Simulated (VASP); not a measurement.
# Rb2Si in VASP: notebook

Runs on Rb2Si. Level: PBE. Tasks: single point.

All numbers are computed with VASP 6.6.1; they aren't measurements. Logs are shortened: lines on timing, memory, paths and dates and some standing lists are left out, and cuts for length are marked.

## (1) The cell of the first run

The typed cell holds 6 atoms: a = 9.239 Å, b = 9.239 Å, c = 3.763 Å, α = 90.00°, β = 90.00°, γ = 90.00°.

The cell was generated, and may not be a known phase.

## (2) Single point, PBE

File INCAR:

```
PREC = Accurate
ENCUT = 500
EDIFF = 1E-6
ISMEAR = 0
SIGMA = 0.1
LREAL = F
LASPH = T
NELM = 120
ALGO = Normal
ISIF = 2
LWAVE = F
LCHARG = F
GGA = PE
NBANDS = 31
GGA_COMPAT = F
```

File KPOINTS:

```
regular mesh
0
Gamma
  6 6 8
```

File POSCAR:

```
Rb2Si
1.0
    9.2394595234      0.0000000000      0.0000000000
    0.0000000000      9.2394595234      0.0000000000
    0.0000000000      0.0000000000      3.7632984023
Rb Si
4 2
Direct
    0.2303724299      0.2303724299      0.9434266266
    0.7696275701      0.7696275701      0.9434266266
    0.7303724299      0.2696275701      0.4434266266
    0.2696275701      0.7303724299      0.4434266266
    0.0000000000      0.0000000000      0.4434698280
    0.5000000000      0.5000000000      0.9434698280
```

Potentials or basis: VASP PAW PBE potentials, release 64 (Rb_sv, Si).

Command:

```console
$ cat potpaw_PBE.64/Rb_sv/POTCAR potpaw_PBE.64/Si/POTCAR > POTCAR
$ mpirun -np 1 vasp_std > vasp.out
```

OUTCAR:

```text
PREC = Accurate
   ENCUT = 500
   EDIFF = 1E-6
   ISMEAR = 0
   LREAL = F
   LASPH = T
   NELM = 120
   ISIF = 2
   GGA = PE

 ion  position               nearest neighbor table
   1  0.230  0.230  0.943-   6 3.52   5 3.55   5 3.55   3 5.00   4 5.00   3 5.00   4 5.00   4 5.00
                             4 5.00   3 5.00   3 5.00
   2  0.770  0.770  0.943-   6 3.52   5 3.55   5 3.55   3 5.00   4 5.00   3 5.00   4 5.00   3 5.00
                             3 5.00   4 5.00   4 5.00
   3  0.730  0.270  0.443-   5 3.52   6 3.55   6 3.55   1 5.00   2 5.00   1 5.00   2 5.00   2 5.00
                             2 5.00   1 5.00   1 5.00
   4  0.270  0.730  0.443-   5 3.52   6 3.55   6 3.55   1 5.00   2 5.00   1 5.00   2 5.00   1 5.00
                             1 5.00   2 5.00   2 5.00
   5  0.000  0.000  0.443-   3 3.52   4 3.52   1 3.55   2 3.55   1 3.55   2 3.55
   6  0.500  0.500  0.943-   1 3.52   2 3.52   3 3.55   4 3.55   3 3.55   4 3.55

  LATTYP: Found a simple tetragonal cell.
 ALAT       =     9.2394595234
 C/A-ratio  =     0.4073072015

  Lattice vectors:

 A1 = (   9.2394595234,   0.0000000000,   0.0000000000)
 A2 = (   0.0000000000,   9.2394595234,   0.0000000000)
 A3 = (   0.0000000000,   0.0000000000,   3.7632984023)

Analysis of symmetry for initial positions (statically):
=====================================================================
 Subroutine PRICEL returns:
 Original cell was already a primitive cell.

 Routine SETGRP: Setting up the symmetry group for a
 simple tetragonal supercell.

 Subroutine GETGRP returns: Found  8 space group operations
 (whereof  4 operations were pure point group operations)
 out of a pool of 16 trial point group operations.

The static configuration has the point symmetry C_2v.
 The point group associated with its full space group is C_4v.

Analysis of symmetry for dynamics (positions and initial velocities):
=====================================================================
 Subroutine PRICEL returns:
 Original cell was already a primitive cell.

 Routine SETGRP: Setting up the symmetry group for a
 simple tetragonal supercell.

 Subroutine GETGRP returns: Found  8 space group operations
 (whereof  4 operations were pure point group operations)
 out of a pool of 16 trial point group operations.

The dynamic configuration has the point symmetry C_2v.
 The point group associated with its full space group is C_4v.

 Subroutine INISYM returns: Found  8 space group operations
 (whereof  4 operations are pure point group operations),
 and found     1 'primitive' translations

----------------------------------------------------------------------------------------

                                     Primitive cell

  volume of cell :     321.2638

  direct lattice vectors                    reciprocal lattice vectors
     9.239459523  0.000000000  0.000000000     0.108231439  0.000000000  0.000000000
     0.000000000  9.239459523  0.000000000     0.000000000  0.108231439  0.000000000
     0.000000000  0.000000000  3.763298402     0.000000000  0.000000000  0.265724344

  length of vectors
     9.239459523  9.239459523  3.763298402     0.108231439  0.108231439  0.265724344

  position of ions in fractional coordinates (direct lattice)
     0.230372430  0.230372430  0.943426627
     0.769627570  0.769627570  0.943426627
     0.730372430  0.269627570  0.443426627
     0.269627570  0.730372430  0.443426627
     0.000000000  0.000000000  0.443469828
     0.500000000  0.500000000  0.943469828

  ion indices of the primitive-cell ions
   primitive index   ion index
                 1           1
                 2           2
                 3           3
                 4           4
                 5           5
                 6           6

----------------------------------------------------------------------------------------

 KPOINTS: regular mesh

Automatic generation of k-mesh.
 Grid dimensions read from file:
 generate k-points for:    6    6    8

 Generating k-lattice:

  Cartesian coordinates                     Fractional coordinates (reciprocal lattice)
     0.018038573  0.000000000  0.000000000     0.166666667  0.000000000  0.000000000
     0.000000000  0.018038573  0.000000000     0.000000000  0.166666667  0.000000000
     0.000000000  0.000000000  0.033215543     0.000000000  0.000000000  0.125000000

  Length of vectors
     0.018038573  0.018038573  0.033215543

  Shift w.r.t. Gamma in fractional coordinates (k-lattice)
     0.000000000  0.000000000  0.000000000

 Subroutine IBZKPT returns following result:
 ===========================================

 Found     50 irreducible k-points:

 Following reciprocal coordinates:
            Coordinates               Weight
  0.000000  0.000000  0.000000      1.000000
  0.166667  0.000000  0.000000      4.000000
  0.333333  0.000000  0.000000      4.000000
  0.500000  0.000000  0.000000      2.000000
  0.166667  0.166667  0.000000      4.000000
  0.333333  0.166667  0.000000      8.000000
[... 16 lines left out ...]
  0.333333  0.000000  0.250000      8.000000
  0.500000  0.000000  0.250000      4.000000
 [... further k-points ...]
   k-points           NKPTS =     50   k-points in BZ     NKDIM =     50   number of bands    NBANDS=     31
   number of dos      NEDOS =    301   number of ions     NIONS =      6
   total plane-waves  NPLWV = 137200
   dimension x,y,z NGX =    70 NGY =   70 NGZ =   28
   dimension x,y,z NGXF=   140 NGYF=  140 NGZF=   56
   ions per type =               4   2
   NGX,Y,Z   is equivalent  to a cutoff of  12.60, 12.60, 12.37 a.u.
   NGXF,Y,Z  is equivalent  to a cutoff of  25.19, 25.19, 24.74 a.u.
 SYSTEM =  unknown system
   PREC   = accura    normal or accurate (medium, high low for compatibility)
   ISTART =      0    job   : 0-new  1-cont  2-samecut
   ICHARG =      2    charge: 1-file 2-atom 10-const
   ISPIN  =      1    spin polarized calculation?
   LNONCOLLINEAR =      F non collinear calculations
   LSORBIT =      F    spin-orbit coupling
   LASPH  =      T    aspherical Exc in radial PAW
   ENCUT  =  500.0 eV  36.75 Ry    6.06 a.u.  16.85 16.85  6.86*2*pi/ulx,y,z
   NELM   =    120;   NELMIN=  2; NELMDL= -5     # of ELM steps
   EDIFF  = 0.1E-05   stopping-criterion for ELM
   LREAL  =      F    real-space projection
   EDIFFG = 0.1E-04   stopping-criterion for IOM
   NSW    =      0    number of steps for IOM
   IBRION =     -1    ionic relax: 0-MD 1-quasi-New 2-CG
   NFREE  =      0    steps in history (QN), initial steepest desc. (CG)
   ISIF   =      2    stress and relaxation
   ISYM   =      2    0-nonsym 1-usesym 2-fastsym
   POTIM  = 0.5000    time-step for ionic-motion
   TEBEG  =    0.0;   TEEND  =   0.0 temperature during run
   PSTRESS=    0.0 pullay stress
   NELECT =      44.0000    total number of electrons
   NUPDOWN=      -1.0000    fix difference up-down
   EMIN   =  10.00;   EMAX   =-10.00  energy-range for DOS
   EFERMI =   0.00;   METHOD = LEGACY
   ISMEAR =     0;   SIGMA  =   0.10  broadening in eV -4-tet -1-fermi 0-gaus
   EFERMI_NEDOS =   21; number of points for ismear=-14 and -15
   IALGO  =     38    algorithm
   IMIX   =      4    mixing-type and parameters
     AMIX     =   0.40;   BMIX     =  1.00
     AMIX_MAG =   1.60;   BMIX_MAG =  1.00
  volume/ion in A,a.u.               =      53.54       361.33
  Fermi-wavevector in a.u.,A,eV,Ry     =   0.843863  1.594669  9.688767  0.712104
  Thomas-Fermi vector in A             =   1.958799
   LORBIT       =      0    0 simple, 1 ext, 2 COOP (PROOUT), +10 PAW based schemes
   GGA     = PE    functional components
   LHFCALC =     F    Hartree Fock is set to
   AEXX    =    0.0000 exact exchange contribution
   IVDW    =     0    specifies the selected vdW correction
   LEPSILON=     F    determine dielectric tensor
   LRPA    =     F    only Hartree local field effects (RPA)
 non-spin polarized calculation
 Gauss-broadening in eV      SIGMA  =   0.10
  energy-cutoff  :      500.00
  volume of cell :      321.26
 maximum number of plane-waves:      8214
 NGX is ok and might be reduce to    70
   NGX = 33   NGY = 33   NGZ = 13

 number of electron      44.0000000 magnetization

 Free energy of the ion-electron system (eV)
  ---------------------------------------------------
  ext. energy  EPLUGINS =         0.00000000
  ---------------------------------------------------
  free energy    TOTEN  =       -11.24303511 eV

  energy without entropy =      -11.19900556  energy(sigma->0) =      -11.22102034

 E-fermi :   0.7201     XC(G=0):  -6.4566

 val. band max:        0.7185843428   @ k =   0.5000   0.3333   0.5000
 cond. band min:       0.7280938452   @ k =   0.3333   0.1667   0.5000
 fundamental gap:      0.0095095025
 Fermi energy:         0.7200754361

 k-point     1 :       0.0000    0.0000    0.0000
  band No.  band energies     occupation
      1     -27.3305      2.00000
      2     -27.3271      2.00000
      3     -27.3271      2.00000
      4     -27.3240      2.00000
      5     -11.5897      2.00000
      6     -11.5443      2.00000
[... 23 lines left out ...]
     30       3.3897      0.00000
     31       4.0083      0.00000

 k-point     2 :       0.1667    0.0000    0.0000
  band No.  band energies     occupation
      1     -27.3303      2.00000
      2     -27.3274      2.00000
      3     -27.3269      2.00000
      4     -27.3243      2.00000
      5     -11.5861      2.00000
      6     -11.5470      2.00000
[... 23 lines left out ...]
     30       3.3719      0.00000
     31       3.9064      0.00000

 k-point     3 :       0.3333    0.0000    0.0000
  band No.  band energies     occupation
      1     -27.3297      2.00000
      2     -27.3280      2.00000
      3     -27.3264      2.00000
      4     -27.3248      2.00000
      5     -11.5768      2.00000
      6     -11.5545      2.00000
[... 703 lines left out ...]
     30       4.0902      0.00000
     31       4.3788      0.00000

 k-point    24 :       0.5000    0.0000    0.2500
  band No.  band energies     occupation
      1     -27.3016      2.00000
      2     -27.3016      2.00000
      3     -27.2993      2.00000
      4     -27.2993      2.00000
      5     -11.5383      2.00000
      6     -11.5383      2.00000
[... 23 lines left out ...]
     30       3.9611      0.00000
     31       4.3975      0.00000

 [... further k-points ...]

------------------------ aborting loop because EDIFF is reached ----------------------------------------

  FORCE on cell =-STRESS in cart. coord.  units (eV):
  Direction    XX          YY          ZZ          XY          YZ          ZX
  --------------------------------------------------------------------------------------
  -------------------------------------------------------------------------------------
  Total        0.0305870      0.0305870      0.0132098      0.0000000      0.0000000      0.0000000
  in kB        0.1525409      0.1525409      0.0658789      0.0000000      0.0000000      0.0000000
  external PRESSURE =       0.1236536 kB  Pullay stress =       0.0000000 kB

 VOLUME and BASIS-vectors are now :
 -----------------------------------------------------------------------------
  energy-cutoff  :      500.00
  volume of cell :      321.26
      direct lattice vectors                 reciprocal lattice vectors
     9.239459523  0.000000000  0.000000000     0.108231439  0.000000000  0.000000000
     0.000000000  9.239459523  0.000000000     0.000000000  0.108231439  0.000000000
     0.000000000  0.000000000  3.763298402     0.000000000  0.000000000  0.265724344

 POSITION                                       TOTAL-FORCE (eV/Angst)
 -----------------------------------------------------------------------------------
      2.12852      2.12852      3.55040         0.000981      0.000981      0.000022
      7.11094      7.11094      3.55040        -0.000981     -0.000981      0.000022
      6.74825      2.49121      1.66875         0.000981     -0.000981      0.000022
      2.49121      6.74825      1.66875        -0.000981      0.000981      0.000022
      0.00000      0.00000      1.66891        -0.000000      0.000000     -0.000045
      4.61973      4.61973      3.55056        -0.000000      0.000000     -0.000045
 -----------------------------------------------------------------------------------
    total drift:                               -0.000000     -0.000000      0.000073

  FREE ENERGIE OF THE ION-ELECTRON SYSTEM (eV)
  ---------------------------------------------------
  free  energy   TOTEN  =       -11.2430351129 eV

  energy  without entropy=      -11.1990055595  energy(sigma->0) =      -11.22102034
```

It took 16 min on 1 thread of AMD EPYC 9755, shared host; peak memory 0.53 GiB.

Results:

```yaml
Free_energy: -11.2430 eV
Pressure: 0.0 GPa
Band_gap_on_the_k_mesh: zero (bands 22 and 23 overlap by 0.29 eV)
```

[end of part 1 of 2]
